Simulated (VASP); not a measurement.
# CoH3 (Pm-3n) in VASP: single point with PBE

Aim: the single point of CoH3 with PBE.

Everything below comes from runs of VASP 6.6.1. Logs are shortened: lines on timing, memory, paths and dates and some standing lists are left out, and cuts for length are marked.

**1. The cell of the first run**

Symmetry: Pm-3n, No. 223, cubic system. Conventional cell: a = 3.299 Å, b = 3.299 Å, c = 3.299 Å, α = 90.00°, β = 90.00°, γ = 90.00°. Within 2.4 Å of Co (site symmetry m-3) lie 12 H at 1.84 Å. H (site symmetry -4m2) has 10 H at 1.65 to 2.02 Å and 4 Co at 1.84 Å within 2.2 Å.

**2. Single point, PBE, collinear spin, ferromagnetic start**

Input file INCAR:

```
ALGO = Normal
EDIFF = 1E-6
ENCUT = 520
GGA = PE
ISIF = 2
ISMEAR = 0
ISPIN = 2
LASPH = T
LCHARG = F
LMAXMIX = 4
LORBIT = 11
LREAL = F
LWAVE = F
MAGMOM = 3 3 0 0 0 0 0 0
NBANDS = 26
NELM = 150
PREC = Accurate
SIGMA = 0.15
```

Input file KPOINTS:

```
k-points
0
Gamma
  3 3 3
```

Input file POSCAR:

```
CoH3
1.0
    3.2993934638      0.0000000000      0.0000000000
    0.0000000000      3.2993934638      0.0000000000
    0.0000000000      0.0000000000      3.2993934638
Co H
2 6
Direct
    0.0000000000      0.0000000000      0.0000000000
    0.5000000000      0.5000000000      0.5000000000
    0.2500000000      0.0000000000      0.5000000000
    0.5000000000      0.7500000000      0.0000000000
    0.7500000000      0.0000000000      0.5000000000
    0.5000000000      0.2500000000      0.0000000000
    0.0000000000      0.5000000000      0.7500000000
    0.0000000000      0.5000000000      0.2500000000
```

Potentials or basis: VASP PAW PBE potentials, release 64 (Co, H).

Launch:

```sh
$ cat potpaw_PBE.64/Co/POTCAR potpaw_PBE.64/H/POTCAR > POTCAR
$ mpirun -np 1 vasp_std > vasp.out
```

OUTCAR:

```text
EDIFF = 1E-6
   ENCUT = 520
   GGA = PE
   ISIF = 2
   ISMEAR = 0
   ISPIN = 2
   LASPH = T
   LORBIT = 11
   LREAL = F
   NELM = 150
   PREC = Accurate

 ion  position               nearest neighbor table
   1  0.000  0.000  0.000-   3 1.84   4 1.84   5 1.84   6 1.84   7 1.84   8 1.84   3 1.84   5 1.84
                             7 1.84   8 1.84   4 1.84   6 1.84   2 2.86   2 2.86   2 2.86   2 2.86
   2  0.500  0.500  0.500-   3 1.84   4 1.84   5 1.84   6 1.84   7 1.84   8 1.84   4 1.84   6 1.84
                             3 1.84   5 1.84   7 1.84   8 1.84   1 2.86   1 2.86   1 2.86   1 2.86
   3  0.250  0.000  0.500-   1 1.84   2 1.84   1 1.84   2 1.84
   4  0.500  0.750  0.000-   1 1.84   2 1.84   2 1.84   1 1.84
   5  0.750  0.000  0.500-   1 1.84   2 1.84   1 1.84   2 1.84
   6  0.500  0.250  0.000-   1 1.84   2 1.84   2 1.84   1 1.84
   7  0.000  0.500  0.750-   1 1.84   2 1.84   1 1.84   2 1.84
   8  0.000  0.500  0.250-   1 1.84   2 1.84   1 1.84   2 1.84

  LATTYP: Found a simple cubic cell.
 ALAT       =     3.2993934638

  Lattice vectors:

 A1 = (   3.2993934638,   0.0000000000,   0.0000000000)
 A2 = (   0.0000000000,   3.2993934638,   0.0000000000)
 A3 = (   0.0000000000,   0.0000000000,   3.2993934638)

Analysis of symmetry for initial positions (statically):
=====================================================================
 Subroutine PRICEL returns:
 Original cell was already a primitive cell.

 Routine SETGRP: Setting up the symmetry group for a
 simple cubic supercell.

 Subroutine GETGRP returns: Found 48 space group operations
 (whereof 24 operations were pure point group operations)
 out of a pool of 48 trial point group operations.

The static configuration has the point symmetry T_h .
 The point group associated with its full space group is O_h .

Analysis of symmetry for dynamics (positions and initial velocities):
=====================================================================
 Subroutine PRICEL returns:
 Original cell was already a primitive cell.

 Routine SETGRP: Setting up the symmetry group for a
 simple cubic supercell.

 Subroutine GETGRP returns: Found 48 space group operations
 (whereof 24 operations were pure point group operations)
 out of a pool of 48 trial point group operations.

The dynamic configuration has the point symmetry T_h .
 The point group associated with its full space group is O_h .

Analysis of structural, dynamic, and magnetic symmetry:
=====================================================================
 Subroutine PRICEL returns:
 Original cell was already a primitive cell.

 Routine SETGRP: Setting up the symmetry group for a
 simple cubic supercell.

 Subroutine GETGRP returns: Found 48 space group operations
 (whereof 24 operations were pure point group operations)
 out of a pool of 48 trial point group operations.

The overall configuration has the point symmetry T_h .
 The point group associated with its full space group is O_h .

 Subroutine INISYM returns: Found 48 space group operations
 (whereof 24 operations are pure point group operations),
 and found     1 'primitive' translations

----------------------------------------------------------------------------------------

                                     Primitive cell

  volume of cell :      35.9172

  direct lattice vectors                    reciprocal lattice vectors
     3.299393464  0.000000000  0.000000000     0.303086010  0.000000000  0.000000000
     0.000000000  3.299393464  0.000000000     0.000000000  0.303086010  0.000000000
     0.000000000  0.000000000  3.299393464     0.000000000  0.000000000  0.303086010

  length of vectors
     3.299393464  3.299393464  3.299393464     0.303086010  0.303086010  0.303086010

  position of ions in fractional coordinates (direct lattice)
     0.000000000  0.000000000  0.000000000
     0.500000000  0.500000000  0.500000000
     0.250000000  0.000000000  0.500000000
     0.500000000  0.750000000  0.000000000
     0.750000000  0.000000000  0.500000000
     0.500000000  0.250000000  0.000000000
     0.000000000  0.500000000  0.750000000
     0.000000000  0.500000000  0.250000000

  ion indices of the primitive-cell ions
[... 46 lines left out ...]
   dimension x,y,z NGXF=    56 NGYF=   56 NGZF=   56
   ions per type =               2   6
   NGX,Y,Z   is equivalent  to a cutoff of  14.11, 14.11, 14.11 a.u.
   NGXF,Y,Z  is equivalent  to a cutoff of  28.22, 28.22, 28.22 a.u.
 SYSTEM =  unknown system
   PREC   = accura    normal or accurate (medium, high low for compatibility)
   ISTART =      0    job   : 0-new  1-cont  2-samecut
   ICHARG =      2    charge: 1-file 2-atom 10-const
   ISPIN  =      2    spin polarized calculation?
   LNONCOLLINEAR =      F non collinear calculations
   LSORBIT =      F    spin-orbit coupling
   LASPH  =      T    aspherical Exc in radial PAW
   ENCUT  =  520.0 eV  38.22 Ry    6.18 a.u.   6.13  6.13  6.13*2*pi/ulx,y,z
   NELM   =    150;   NELMIN=  2; NELMDL= -5     # of ELM steps
   EDIFF  = 0.1E-05   stopping-criterion for ELM
   LREAL  =      F    real-space projection
   EDIFFG = 0.1E-04   stopping-criterion for IOM
   NSW    =      0    number of steps for IOM
   IBRION =     -1    ionic relax: 0-MD 1-quasi-New 2-CG
   NFREE  =      0    steps in history (QN), initial steepest desc. (CG)
   ISIF   =      2    stress and relaxation
   ISYM   =      2    0-nonsym 1-usesym 2-fastsym
   POTIM  = 0.5000    time-step for ionic-motion
   TEBEG  =    0.0;   TEEND  =   0.0 temperature during run
   PSTRESS=    0.0 pullay stress
   NELECT =      24.0000    total number of electrons
   NUPDOWN=      -1.0000    fix difference up-down
   EMIN   =  10.00;   EMAX   =-10.00  energy-range for DOS
   EFERMI =   0.00;   METHOD = LEGACY
   ISMEAR =     0;   SIGMA  =   0.15  broadening in eV -4-tet -1-fermi 0-gaus
   EFERMI_NEDOS =   21; number of points for ismear=-14 and -15
   IALGO  =     38    algorithm
   IMIX   =      4    mixing-type and parameters
     AMIX     =   0.40;   BMIX     =  1.00
     AMIX_MAG =   1.60;   BMIX_MAG =  1.00
  volume/ion in A,a.u.               =       4.49        30.30
  Fermi-wavevector in a.u.,A,eV,Ry     =   1.431236  2.704643 27.870655  2.048435
  Thomas-Fermi vector in A             =   2.550994
   LORBIT       =     11    0 simple, 1 ext, 2 COOP (PROOUT), +10 PAW based schemes
   GGA     = PE    functional components
   LHFCALC =     F    Hartree Fock is set to
   AEXX    =    0.0000 exact exchange contribution
   IVDW    =     0    specifies the selected vdW correction
   LEPSILON=     F    determine dielectric tensor
   LRPA    =     F    only Hartree local field effects (RPA)
 spin polarized calculation
 Gauss-broadening in eV      SIGMA  =   0.15
  energy-cutoff  :      520.00
  volume of cell :       35.92
 maximum number of plane-waves:       972
 NGX is ok and might be reduce to    28
   NGX = 13   NGY = 13   NGZ = 13

 number of electron      23.9999982 magnetization       1.1345353

 number of electron      23.9999983 magnetization      -0.1415473

 Free energy of the ion-electron system (eV)
  ---------------------------------------------------
  ext. energy  EPLUGINS =         0.00000000
  ---------------------------------------------------
  free energy    TOTEN  =       -31.00445112 eV

  energy without entropy =      -30.95919052  energy(sigma->0) =      -30.98182082

 E-fermi :   8.6005     XC(G=0): -12.7423

 val. band max:        7.8103416518   @ k =   0.3333   0.3333   0.3333
 cond. band min:       8.6018751169   @ k =   0.3333   0.3333   0.3333
 fundamental gap:      0.7915334651
 Fermi energy:         8.6005175616

 spin component 1

 k-point     1 :       0.0000    0.0000    0.0000
  band No.  band energies     occupation
      1      -5.9938      1.00000
      2       1.0603      1.00000
      3       1.0603      1.00000
      4       6.0664      1.00000
      5       6.0664      1.00000
      6       6.0664      1.00000
[... 97 lines left out ...]
     23      26.6200      0.00000
     24      29.1587      0.00000
 Fermi energy:         8.6005175616

 spin component 2

 k-point     1 :       0.0000    0.0000    0.0000
  band No.  band energies     occupation
      1      -5.9970      1.00000
      2       1.0411      1.00000
      3       1.0411      1.00000
      4       5.9964      1.00000
      5       5.9964      1.00000
      6       5.9964      1.00000
[... 97 lines left out ...]
     23      26.6126      0.00000
     24      29.1402      0.00000
 [bands above 24 left out]

------------------------ aborting loop because EDIFF is reached ----------------------------------------

  FORCE on cell =-STRESS in cart. coord.  units (eV):
  Direction    XX          YY          ZZ          XY          YZ          ZX
  --------------------------------------------------------------------------------------
  -------------------------------------------------------------------------------------
  Total       -0.1041344     -0.1041344     -0.1041344     -0.0000000      0.0000000      0.0000000
  in kB       -4.6451795     -4.6451795     -4.6451795     -0.0000000      0.0000000      0.0000000
  external PRESSURE =      -4.6451795 kB  Pullay stress =       0.0000000 kB

 VOLUME and BASIS-vectors are now :
 -----------------------------------------------------------------------------
  energy-cutoff  :      520.00
  volume of cell :       35.92
      direct lattice vectors                 reciprocal lattice vectors
     3.299393464  0.000000000  0.000000000     0.303086010  0.000000000  0.000000000
     0.000000000  3.299393464  0.000000000     0.000000000  0.303086010  0.000000000
     0.000000000  0.000000000  3.299393464     0.000000000  0.000000000  0.303086010

 POSITION                                       TOTAL-FORCE (eV/Angst)
 -----------------------------------------------------------------------------------
      0.00000      0.00000      0.00000         0.000000      0.000000      0.000000
      1.64970      1.64970      1.64970         0.000000      0.000000      0.000000
      0.82485      0.00000      1.64970        -0.000000     -0.000000      0.000000
      1.64970      2.47455      0.00000         0.000000     -0.000000     -0.000000
      2.47455      0.00000      1.64970         0.000000      0.000000     -0.000000
      1.64970      0.82485      0.00000        -0.000000      0.000000     -0.000000
      0.00000      1.64970      2.47455        -0.000000      0.000000     -0.000000
      0.00000      1.64970      0.82485        -0.000000      0.000000      0.000000
 -----------------------------------------------------------------------------------
    total drift:                                0.000000      0.000000      0.000000

  FREE ENERGIE OF THE ION-ELECTRON SYSTEM (eV)
  ---------------------------------------------------
  free  energy   TOTEN  =       -31.0044511152 eV

  energy  without entropy=      -30.9591905160  energy(sigma->0) =      -30.98182082

 total charge

# of ion       s       p       d       tot
------------------------------------------
    1        0.334   0.507   7.572   8.412
    2        0.334   0.507   7.572   8.412
    3        0.486   0.029   0.000   0.515
    4        0.486   0.029   0.000   0.515
    5        0.486   0.029   0.000   0.515
    6        0.486   0.029   0.000   0.515
    7        0.486   0.029   0.000   0.515
    8        0.486   0.029   0.000   0.515
--------------------------------------------------
tot          3.585   1.186  15.143  19.914

 magnetization (x)

# of ion       s       p       d       tot
------------------------------------------
    1        0.000  -0.003  -0.069  -0.071
    2        0.000  -0.003  -0.069  -0.071
    3        0.000   0.000   0.000   0.000
    4        0.000   0.000   0.000   0.000
    5        0.000   0.000   0.000   0.000
    6        0.000   0.000   0.000   0.000
    7        0.000   0.000   0.000   0.000
    8        0.000   0.000   0.000   0.000
--------------------------------------------------
tot          0.001  -0.005  -0.138  -0.142
```

Wall time 9.7 s (1 thread of Intel Xeon 6975P-C (Granite Rapids), shared host); peak memory 0.16 GiB.

Results:

```
Free energy                                           : -31.0045 eV
Pressure                                              : -0.5 GPa
Net moment                                            : -0.14 μB per cell
Site moments                                          : Co -0.07; H +0.00 μB
Valence electrons inside the program's atomic spheres : Co 8.41; H 0.52
```

Caveat: the k points lie up to 0.63 Å⁻¹ apart.
